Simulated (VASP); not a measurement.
# Ge (I4_1/amd) in VASP: notebook

Ge is run at these levels: PBEsol; tasks: single point.

Program: VASP 6.6.1. These are calculated values, not measurements. Logs are shortened: lines on timing, memory, paths and dates and some standing lists are left out, and cuts for length are marked.

## (1) The cell of the first run

The structure is tetragonal, space group I4_1/amd (No. 141). The conventional cell has a = 5.149 Å, b = 5.149 Å, c = 2.795 Å, α = 90.00°, β = 90.00°, γ = 90.00°. Within 3.5 Å of Ge (site symmetry -4m2) lie 10 Ge at 2.67 to 3.32 Å.

## (2) Single point, PBEsol

Contents of INCAR:

```
SYSTEM = Ge
PREC = Accurate
ENCUT = 520
EDIFF = 1E-6
ISMEAR = -1
SIGMA = 0.1
LREAL = .FALSE.
LASPH = .TRUE.
NELM = 100
ALGO = Normal
ISIF = 2
LWAVE = .FALSE.
LCHARG = .FALSE.
GGA = PS
NBANDS = 21
```

Contents of KPOINTS:

```
Automatic mesh
0
G
  11 11 11
  0 0 0
```

Contents of POSCAR:

```
Ge
1.0
   -2.5744900000      2.5744900000      1.3974130000
    2.5744900000     -2.5744900000      1.3974130000
    2.5744900000      2.5744900000     -1.3974130000
Ge
2
Direct
    0.2500000000      0.7500000000      0.5000000000
    0.5000000000      0.5000000000      0.0000000000
```

Potentials or basis: VASP PAW PBE potentials, release 64 (Ge_d).

Command:

```console
$ cat potpaw_PBE.64/Ge_d/POTCAR > POTCAR
$ mpirun -np 1 vasp_std > vasp.out
```

OUTCAR:

```text
SYSTEM = Ge
   PREC = Accurate
   ENCUT = 520
   EDIFF = 1E-6
   ISMEAR = -1
   LREAL = .FALSE.
   LASPH = .TRUE.
   NELM = 100
   ISIF = 2
   GGA = PS

 ion  position               nearest neighbor table
   1  0.250  0.750  0.500-   2 2.67   2 2.67   2 2.67   2 2.67
   2  0.500  0.500  0.000-   1 2.67   1 2.67   1 2.67   1 2.67

  LATTYP: Found a body centered tetragonal cell.
 ALAT       =     5.1489800000
 C/A-ratio  =     0.5427921647

  Lattice vectors:

 A1 = (  -2.5744900000,   2.5744900000,   1.3974130000)
 A2 = (   2.5744900000,  -2.5744900000,   1.3974130000)
 A3 = (   2.5744900000,   2.5744900000,  -1.3974130000)

Analysis of symmetry for initial positions (statically):
=====================================================================
 Subroutine PRICEL returns:
 Original cell was already a primitive cell.

 Routine SETGRP: Setting up the symmetry group for a
 body centered tetragonal supercell.

 Subroutine GETGRP returns: Found 16 space group operations
 (whereof  8 operations were pure point group operations)
 out of a pool of 16 trial point group operations.

The static configuration has the point symmetry D_2d.
 The point group associated with its full space group is D_4h.

Analysis of symmetry for dynamics (positions and initial velocities):
=====================================================================
 Subroutine PRICEL returns:
 Original cell was already a primitive cell.

 Routine SETGRP: Setting up the symmetry group for a
 body centered tetragonal supercell.

 Subroutine GETGRP returns: Found 16 space group operations
 (whereof  8 operations were pure point group operations)
 out of a pool of 16 trial point group operations.

The dynamic configuration has the point symmetry D_2d.
 The point group associated with its full space group is D_4h.

 Subroutine INISYM returns: Found 16 space group operations
 (whereof  8 operations are pure point group operations),
 and found     1 'primitive' translations

----------------------------------------------------------------------------------------

                                     Primitive cell

  volume of cell :      37.0482

  direct lattice vectors                    reciprocal lattice vectors
    -2.574490000  2.574490000  1.397413000     0.000000000  0.194213223  0.357804028
     2.574490000 -2.574490000  1.397413000     0.194213223  0.000000000  0.357804028
     2.574490000  2.574490000 -1.397413000     0.194213223  0.194213223  0.000000000

  length of vectors
     3.899841101  3.899841101  3.899841101     0.407114847  0.407114847  0.274658974

  position of ions in fractional coordinates (direct lattice)
     0.250000000  0.750000000  0.500000000
     0.500000000  0.500000000  0.000000000

  ion indices of the primitive-cell ions
   primitive index   ion index
                 1           1
                 2           2

----------------------------------------------------------------------------------------

 KPOINTS: Automatic mesh

Automatic generation of k-mesh.
 Grid dimensions read from file:
 generate k-points for:   11   11   11

 Generating k-lattice:

  Cartesian coordinates                     Fractional coordinates (reciprocal lattice)
     0.000000000  0.017655748  0.032527639     0.090909091  0.000000000 -0.000000000
     0.017655748  0.000000000  0.032527639     0.000000000  0.090909091 -0.000000000
     0.017655748  0.017655748  0.000000000     0.000000000  0.000000000  0.090909091

  Length of vectors
     0.037010441  0.037010441  0.024968998

  Shift w.r.t. Gamma in fractional coordinates (k-lattice)
     0.000000000  0.000000000  0.000000000

 Subroutine IBZKPT returns following result:
 ===========================================

 Found    126 irreducible k-points:

 Following reciprocal coordinates:
            Coordinates               Weight
  0.000000  0.000000  0.000000      1.000000
  0.090909 -0.000000  0.000000      8.000000
  0.181818  0.000000  0.000000      8.000000
  0.272727 -0.000000  0.000000      8.000000
  0.363636  0.000000 -0.000000      8.000000
  0.454545  0.000000 -0.000000      8.000000
[... 16 lines left out ...]
 -0.272727  0.181818 -0.000000     16.000000
 -0.181818  0.181818  0.000000      4.000000
 [... further k-points ...]
   k-points           NKPTS =    126   k-points in BZ     NKDIM =    126   number of bands    NBANDS=     21
   number of dos      NEDOS =    301   number of ions     NIONS =      2
   total plane-waves  NPLWV =  27000
   dimension x,y,z NGX =    30 NGY =   30 NGZ =   30
   dimension x,y,z NGXF=    60 NGYF=   60 NGZF=   60
   ions per type =               2
   NGX,Y,Z   is equivalent  to a cutoff of  12.79, 12.79, 12.79 a.u.
   NGXF,Y,Z  is equivalent  to a cutoff of  25.58, 25.58, 25.58 a.u.
 SYSTEM =  Ge
   PREC   = accura    normal or accurate (medium, high low for compatibility)
   ISTART =      0    job   : 0-new  1-cont  2-samecut
   ICHARG =      2    charge: 1-file 2-atom 10-const
   ISPIN  =      1    spin polarized calculation?
   LNONCOLLINEAR =      F non collinear calculations
   LSORBIT =      F    spin-orbit coupling
   LASPH  =      T    aspherical Exc in radial PAW
   ENCUT  =  520.0 eV  38.22 Ry    6.18 a.u.   7.25  7.25  7.25*2*pi/ulx,y,z
   NELM   =    100;   NELMIN=  2; NELMDL= -5     # of ELM steps
   EDIFF  = 0.1E-05   stopping-criterion for ELM
   LREAL  =      F    real-space projection
   EDIFFG = 0.1E-04   stopping-criterion for IOM
   NSW    =      0    number of steps for IOM
   IBRION =     -1    ionic relax: 0-MD 1-quasi-New 2-CG
   NFREE  =      0    steps in history (QN), initial steepest desc. (CG)
   ISIF   =      2    stress and relaxation
   ISYM   =      2    0-nonsym 1-usesym 2-fastsym
   POTIM  = 0.5000    time-step for ionic-motion
   TEBEG  =    0.0;   TEEND  =   0.0 temperature during run
   PSTRESS=    0.0 pullay stress
   NELECT =      28.0000    total number of electrons
   NUPDOWN=      -1.0000    fix difference up-down
   EMIN   =  10.00;   EMAX   =-10.00  energy-range for DOS
   EFERMI =   0.00;   METHOD = LEGACY
   ISMEAR =    -1;   SIGMA  =   0.10  broadening in eV -4-tet -1-fermi 0-gaus
   EFERMI_NEDOS =   21; number of points for ismear=-14 and -15
   IALGO  =     38    algorithm
   IMIX   =      4    mixing-type and parameters
     AMIX     =   0.40;   BMIX     =  1.00
     AMIX_MAG =   1.60;   BMIX_MAG =  1.00
  volume/ion in A,a.u.               =      18.52       125.01
  Fermi-wavevector in a.u.,A,eV,Ry     =   1.491209  2.817976 30.255324  2.223704
  Thomas-Fermi vector in A             =   2.603893
   LORBIT       =      0    0 simple, 1 ext, 2 COOP (PROOUT), +10 PAW based schemes
   GGA     = PS    functional components
   LHFCALC =     F    Hartree Fock is set to
   AEXX    =    0.0000 exact exchange contribution
   IVDW    =     0    specifies the selected vdW correction
   LEPSILON=     F    determine dielectric tensor
   LRPA    =     F    only Hartree local field effects (RPA)
 non-spin polarized calculation
  energy-cutoff  :      520.00
  volume of cell :       37.05
 maximum number of plane-waves:      1029
 NGX is ok and might be reduce to    30
   NGX = 15   NGY = 15   NGZ = 15

 number of electron      28.0000028 magnetization

 Free energy of the ion-electron system (eV)
  ---------------------------------------------------
  ext. energy  EPLUGINS =         0.00000000
  ---------------------------------------------------
  free energy    TOTEN  =        -9.55194589 eV

  energy without entropy =       -9.52517271  energy(sigma->0) =       -9.53855930

 E-fermi :   6.6585     XC(G=0): -11.4695

 val. band max:        6.6358213179   @ k =  -0.1818  -0.1818   0.0909
 cond. band min:       6.6723490311   @ k =   0.4545   0.2727   0.0909
 fundamental gap:      0.0365277132
 Fermi energy:         6.6584663438

 k-point     1 :       0.0000    0.0000    0.0000
  band No.  band energies     occupation
      1     -18.0126      2.00000
      2     -17.9684      2.00000
      3     -17.9368      2.00000
      4     -17.9361      2.00000
      5     -17.8295      2.00000
      6     -17.8295      2.00000
[... 13 lines left out ...]
     20      18.2216      0.00000
     21      19.1972      0.00000

 k-point     2 :       0.0909   -0.0000    0.0000
  band No.  band energies     occupation
      1     -18.0094      2.00000
      2     -17.9573      2.00000
      3     -17.9325      2.00000
      4     -17.9227      2.00000
      5     -17.8381      2.00000
      6     -17.8367      2.00000
[... 13 lines left out ...]
     20      18.1130      0.00000
     21      18.7379      0.00000

 k-point     3 :       0.1818    0.0000    0.0000
  band No.  band energies     occupation
      1     -17.9996      2.00000
      2     -17.9301      2.00000
      3     -17.9211      2.00000
      4     -17.8937      2.00000
      5     -17.8557      2.00000
      6     -17.8423      2.00000
[... 13 lines left out ...]
     20      16.4861      0.00000
     21      17.3239      0.00000

 k-point     4 :       0.2727   -0.0000    0.0000
  band No.  band energies     occupation
      1     -17.9863      2.00000
      2     -17.9083      2.00000
      3     -17.9068      2.00000
      4     -17.8838      2.00000
      5     -17.8729      2.00000
      6     -17.8431      2.00000
[... 13 lines left out ...]
     20      15.2141      0.00000
     21      17.5882      0.00000

 k-point     5 :       0.3636    0.0000   -0.0000
  band No.  band energies     occupation
      1     -17.9752      2.00000
      2     -17.9092      2.00000
      3     -17.9039      2.00000
      4     -17.8950      2.00000
      5     -17.8728      2.00000
      6     -17.8550      2.00000
[... 13 lines left out ...]
     20      15.5013      0.00000
     21      18.6537      0.00000

 k-point     6 :       0.4545    0.0000   -0.0000
  band No.  band energies     occupation
      1     -17.9676      2.00000
      2     -17.9216      2.00000
      3     -17.9170      2.00000
      4     -17.8899      2.00000
      5     -17.8635      2.00000
      6     -17.8623      2.00000
[... 13 lines left out ...]
     20      18.0806      0.00000
     21      18.8524      0.00000

 k-point     7 :       0.0909    0.0909    0.0000
  band No.  band energies     occupation
      1     -18.0032      2.00000
      2     -17.9285      2.00000
      3     -17.9243      2.00000
      4     -17.8884      2.00000
      5     -17.8544      2.00000
      6     -17.8507      2.00000
[... 13 lines left out ...]
     20      16.4536      0.00000
     21      16.8854      0.00000
[... 291 lines left out ...]
      1     -17.9627      2.00000
      2     -17.9230      2.00000
      3     -17.9109      2.00000
      4     -17.8781      2.00000
      5     -17.8697      2.00000
      6     -17.8447      2.00000
[... 13 lines left out ...]
     20      17.2023      0.00000
     21      18.2574      0.00000

 k-point    21 :      -0.4545    0.1818    0.0000
  band No.  band energies     occupation
      1     -17.9635      2.00000
      2     -17.9170      2.00000
      3     -17.9112      2.00000
      4     -17.8849      2.00000
      5     -17.8656      2.00000
      6     -17.8459      2.00000
[... 13 lines left out ...]
     20      17.1194      0.00000
     21      17.7013      0.00000

 k-point    22 :      -0.3636    0.1818    0.0000
  band No.  band energies     occupation
      1     -17.9728      2.00000
      2     -17.9372      2.00000
      3     -17.9178      2.00000
      4     -17.8954      2.00000
      5     -17.8589      2.00000
      6     -17.8373      2.00000
[... 13 lines left out ...]
     20      17.3513      0.00000
     21      18.5380      0.00000

 k-point    23 :      -0.2727    0.1818   -0.0000
  band No.  band energies     occupation
      1     -17.9850      2.00000
      2     -17.9616      2.00000
      3     -17.9377      2.00000
      4     -17.9103      2.00000
      5     -17.8457      2.00000
      6     -17.8251      2.00000
[... 13 lines left out ...]
     20      19.0353      0.00000
     21      19.6511      0.00000

 k-point    24 :      -0.1818    0.1818    0.0000
  band No.  band energies     occupation
      1     -17.9951      2.00000
      2     -17.9712      2.00000
      3     -17.9456      2.00000
      4     -17.9211      2.00000
      5     -17.8376      2.00000
      6     -17.8214      2.00000
[... 13 lines left out ...]
     20      18.8741      0.00000
     21      19.2740      0.00000

 [... further k-points ...]
[... 5 lines left out ...]
  --------------------------------------------------------------------------------------
  -------------------------------------------------------------------------------------
  Total       -0.1269899     -0.1269899     -0.2046889      0.0000000      0.0000000      0.0000000
  in kB       -5.4917751     -5.4917751     -8.8519224      0.0000000      0.0000000      0.0000000
  external PRESSURE =      -6.6118242 kB  Pullay stress =       0.0000000 kB

 VOLUME and BASIS-vectors are now :
 -----------------------------------------------------------------------------
  energy-cutoff  :      520.00
  volume of cell :       37.05
      direct lattice vectors                 reciprocal lattice vectors
    -2.574490000  2.574490000  1.397413000     0.000000000  0.194213223  0.357804028
     2.574490000 -2.574490000  1.397413000     0.194213223  0.000000000  0.357804028
     2.574490000  2.574490000 -1.397413000     0.194213223  0.194213223  0.000000000

 POSITION                                       TOTAL-FORCE (eV/Angst)
 -----------------------------------------------------------------------------------
      2.57449      0.00000      0.69871         0.000000     -0.000000     -0.000000
      0.00000      0.00000      1.39741        -0.000000      0.000000      0.000000
 -----------------------------------------------------------------------------------
    total drift:                                0.000000     -0.000000      0.000000

  FREE ENERGIE OF THE ION-ELECTRON SYSTEM (eV)
  ---------------------------------------------------
  free  energy   TOTEN  =        -9.5519458894 eV

  energy  without entropy=       -9.5251727070  energy(sigma->0) =       -9.53855930
```

Run time: 68 s. Hardware: 1 thread of Intel Xeon Platinum 8259CL at 2.50GHz (Skylake/Cascade Lake), shared host; peak memory 0.22 GiB.

Results:

```
Free energy            : -9.5519 eV
Pressure               : -0.7 GPa
Band gap on the k mesh : zero (band 14 reaches 8.39 eV, above the bottom of band 15 at 3.67 eV)
```

Levels at points of the mesh, in eV from the Fermi level:
| k point | band 10 | band 11 | band 12 | band 13 | band 14 | band 15 | band 16 | band 17 | band 18 | band 19 |
| --- | --- | --- | --- | --- | --- | --- | --- | --- | --- | --- |
| (0.00, 0.00, 0.00) | -24.35 | -13.32 | -4.07 | -2.34 | -2.34 | 3.24 | 7.59 | 7.59 | 8.15 | 8.36 |

Caveat: the PAW data sets were made with another functional, which shifts forces and pressure a little.

[end of part 1 of 2]
